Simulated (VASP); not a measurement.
# CdTe (Fm-3m) in VASP: a series of runs, part 2 of 2

VASP 6.6.1. Earlier steps stand in the parts before.

## 4. Single point, PBEsol

This run uses another cell than the first one, of 31.70 Å³/atom, 1.111 times its volume.

INCAR reads:

```
SYSTEM = CdTe
ALGO = Normal
EDIFF = 1E-6
ENCUT = 520
GGA = PS
ISIF = 2
ISMEAR = 0
LASPH = .True.
LCHARG = .True.
LELF = .True.
LREAL = .False.
LVHAR = .True.
LWAVE = .False.
NBANDS = 16
NELM = 100
PREC = Accurate
SIGMA = 0.05
```

KPOINTS reads:

```
k-points
0
Gamma
  8 8 8
  0 0 0
```

POSCAR reads:

```
CdTe
1.0
    0.0000000000      3.1647840710      3.1647840710
    3.1647840710      0.0000000000      3.1647840710
    3.1647840710      3.1647840710      0.0000000000
Cd Te
1 1
Direct
    0.5000000000      0.5000000000      0.5000000000
    0.0000000000      0.0000000000      0.0000000000
```

Potentials or basis: VASP PAW PBE potentials, release 64 (Cd, Te).

Command:

```
$ cat potpaw_PBE.64/Cd/POTCAR potpaw_PBE.64/Te/POTCAR > POTCAR
$ mpirun -np 1 vasp_std > vasp.out
```

OUTCAR:

```text
SYSTEM = CdTe
   EDIFF = 1E-6
   ENCUT = 520
   GGA = PS
   ISIF = 2
   ISMEAR = 0
   LASPH = .True.
   LREAL = .False.
   NELM = 100
   PREC = Accurate

 ion  position               nearest neighbor table
   1  0.500  0.500  0.500-   2 3.16   2 3.16   2 3.16   2 3.16   2 3.16   2 3.16
   2  0.000  0.000  0.000-   1 3.16   1 3.16   1 3.16   1 3.16   1 3.16   1 3.16

  LATTYP: Found a face centered cubic cell.
 ALAT       =     6.3295681420

  Lattice vectors:

 A1 = (   0.0000000000,   3.1647840710,   3.1647840710)
 A2 = (   3.1647840710,   0.0000000000,   3.1647840710)
 A3 = (   3.1647840710,   3.1647840710,   0.0000000000)

Analysis of symmetry for initial positions (statically):
=====================================================================
 Subroutine PRICEL returns:
 Original cell was already a primitive cell.

 Routine SETGRP: Setting up the symmetry group for a
 face centered cubic supercell.

 Subroutine GETGRP returns: Found 48 space group operations
 (whereof 48 operations were pure point group operations)
 out of a pool of 48 trial point group operations.

The static configuration has the point symmetry O_h .

Analysis of symmetry for dynamics (positions and initial velocities):
=====================================================================
 Subroutine PRICEL returns:
 Original cell was already a primitive cell.

 Routine SETGRP: Setting up the symmetry group for a
 face centered cubic supercell.

 Subroutine GETGRP returns: Found 48 space group operations
 (whereof 48 operations were pure point group operations)
 out of a pool of 48 trial point group operations.

The dynamic configuration has the point symmetry O_h .

 Subroutine INISYM returns: Found 48 space group operations
 (whereof 48 operations are pure point group operations),
 and found     1 'primitive' translations

----------------------------------------------------------------------------------------

                                     Primitive cell
[... 106 lines left out ...]
   ISMEAR =     0;   SIGMA  =   0.05  broadening in eV -4-tet -1-fermi 0-gaus
   EFERMI_NEDOS =   21; number of points for ismear=-14 and -15
   IALGO  =     38    algorithm
   IMIX   =      4    mixing-type and parameters
     AMIX     =   0.40;   BMIX     =  1.00
     AMIX_MAG =   1.60;   BMIX_MAG =  1.00
  volume/ion in A,a.u.               =      31.70       213.91
  Fermi-wavevector in a.u.,A,eV,Ry     =   1.075998  2.033342 15.752449  1.157772
  Thomas-Fermi vector in A             =   2.211870
   LORBIT       =      0    0 simple, 1 ext, 2 COOP (PROOUT), +10 PAW based schemes
   GGA     = PS    functional components
   LHFCALC =     F    Hartree Fock is set to
   AEXX    =    0.0000 exact exchange contribution
   IVDW    =     0    specifies the selected vdW correction
   LEPSILON=     F    determine dielectric tensor
   LRPA    =     F    only Hartree local field effects (RPA)
 non-spin polarized calculation
 Gauss-broadening in eV      SIGMA  =   0.05
  energy-cutoff  :      520.00
  volume of cell :       63.40
 maximum number of plane-waves:      1727
 NGX is ok and might be reduce to    36
   NGX = 17   NGY = 17   NGZ = 17

 number of electron      18.0000004 magnetization

 Free energy of the ion-electron system (eV)
  ---------------------------------------------------
  ext. energy  EPLUGINS =         0.00000000
  ---------------------------------------------------
  free energy    TOTEN  =        -5.05189501 eV

  energy without entropy =       -5.05025560  energy(sigma->0) =       -5.05107531

 E-fermi :   2.6973     XC(G=0):  -9.3944

 val. band max:        2.6968626514   @ k =   0.5000   0.0000   0.0000
 cond. band min:       2.7854660893   @ k =  -0.2500   0.1250   0.0000
 fundamental gap:      0.0886034379
 Fermi energy:         2.6973246684

 k-point     1 :       0.0000    0.0000    0.0000
  band No.  band energies     occupation
      1      -8.2715      2.00000
      2      -5.2560      2.00000
      3      -5.2560      2.00000
      4      -5.2219      2.00000
      5      -5.2219      2.00000
      6      -5.2219      2.00000
[... 433 lines left out ...]
      3      -5.2317      2.00000
      4      -5.2162      2.00000
      5      -5.1539      2.00000
      6      -5.0663      2.00000
[... 8 lines left out ...]
     15      11.7984      0.00000
     16      14.3267      0.00000

 [... further k-points ...]
[... 5 lines left out ...]
  --------------------------------------------------------------------------------------
  -------------------------------------------------------------------------------------
  Total       -2.3629249     -2.3629249     -2.3629249      0.0000000      0.0000000      0.0000000
  in kB      -59.7170375    -59.7170375    -59.7170375      0.0000000      0.0000000      0.0000000
  external PRESSURE =     -59.7170375 kB  Pullay stress =       0.0000000 kB

 VOLUME and BASIS-vectors are now :
 -----------------------------------------------------------------------------
  energy-cutoff  :      520.00
  volume of cell :       63.40
      direct lattice vectors                 reciprocal lattice vectors
     0.000000000  3.164784071  3.164784071    -0.157988662  0.157988662  0.157988662
     3.164784071  0.000000000  3.164784071     0.157988662 -0.157988662  0.157988662
     3.164784071  3.164784071  0.000000000     0.157988662  0.157988662 -0.157988662

 POSITION                                       TOTAL-FORCE (eV/Angst)
 -----------------------------------------------------------------------------------
      3.16478      3.16478      3.16478         0.000000      0.000000      0.000000
      0.00000      0.00000      0.00000        -0.000000     -0.000000     -0.000000
 -----------------------------------------------------------------------------------
    total drift:                                0.000000      0.000000      0.000000

  FREE ENERGIE OF THE ION-ELECTRON SYSTEM (eV)
  ---------------------------------------------------
  free  energy   TOTEN  =        -5.0518950077 eV

  energy  without entropy=       -5.0502556041  energy(sigma->0) =       -5.05107531
```

stdout:

```text
POSCAR found type information on POSCAR CdTe
 POSCAR found :  2 types and       2 ions
 scaLAPACK will be used
 -----------------------------------------------------------------------------
|                                                                             |
|                                                                             |
|     You enforced a specific xc type in the INCAR file but a different       |
|     I HOPE YOU KNOW WHAT YOU ARE DOING!                                     |
|                                                                             |
 -----------------------------------------------------------------------------

 LDA part: xc-table for (Slater+PW92), standard interpolation
 POSCAR, INCAR and KPOINTS ok, starting setup
 FFT: planning ... GRIDC
 FFT: planning ... GRID_SOFT
 FFT: planning ... GRID
 WAVECAR not read
 entering main loop
```

Run time: 15 s. Hardware: 1 thread of Intel Xeon 6975P-C (Granite Rapids), shared host; peak memory 0.21 GiB.

What came out:

| Quantity | Value |
| --- | --- |
| Free energy | -5.0519 eV |
| Pressure | -6.0 GPa |
| Band gap on the k mesh | zero (band 9 reaches 2.79 eV, above the bottom of band 10 at 1.51 eV) |

Caveat: the PAW data sets were made with another functional, which shifts forces and pressure a little; spin-orbit coupling is left out, which moves the levels of the heavy elements.

## 5. Summary

| cell | gap on the mesh (eV) | pressure (GPa) |
| --- | --- | --- |
| a = 4.321 Å, angles 60.0°, 2 atoms | none | -2.6 |
| a = 4.296 Å, angles 60.0°, 2 atoms | none | -1.8 |
| a = 4.476 Å, angles 60.0°, 2 atoms | none | -6.0 |

Alike in all rows: task single point; level PBEsol; potentials or basis VASP PAW PBE potentials, release 64 (Cd, Te); no spin polarisation; k mesh 8 × 8 × 8; cutoff (eV) 520; smearing gaussian 0.05 eV.

Caveats: the PAW data sets were made with another functional, which shifts forces and pressure a little; spin-orbit coupling is left out, which moves the levels of the heavy elements.

Absolute energies hang on the potentials; compare differences alone.
